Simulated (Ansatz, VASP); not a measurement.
## Two plane-wave programs on Si3P

```
CELL_PARAMETERS angstrom
4.32831 0.00000 0.00000
0.00000 4.32831 0.00000
0.00000 0.00000 3.09144
ATOMIC_POSITIONS crystal
Si 0.00000 0.50000 0.50000
Si 0.50000 0.00000 0.50000
Si 0.50000 0.50000 0.00000
P 0.00000 0.00000 0.00000
```

Alike in both runs: functional PBE; k mesh 12 × 12 × 12; occupations gaussian, width 0.1 eV; no spin polarisation.

Ansatz relaxed the structure, and its values are those at the end. VASP's run is a single point on that final structure, the one shown.

|  | VASP | Ansatz |
| --- | --- | --- |
| version | VASP 6.6.1 | Ansatz 0.2.0 |
| potentials or method | VASP PAW PBE potentials, release 64 (Si, P), cutoff 520 eV | scalar-relativistic, plane waves, PAW |
| valence electrons in the cell | 17 | 17 |

|  | VASP | Ansatz | Ansatz less VASP |
| --- | --- | --- | --- |
| gap on the k mesh at the Fermi level (eV) | none | none | - |
| pressure (GPa) | 0.0 | 0.0 | +0.05 |

A gap of «none» marks a metal or a gap that the smearing closes. The functional is the same, so the differences come from potentials, cutoffs and numerics.
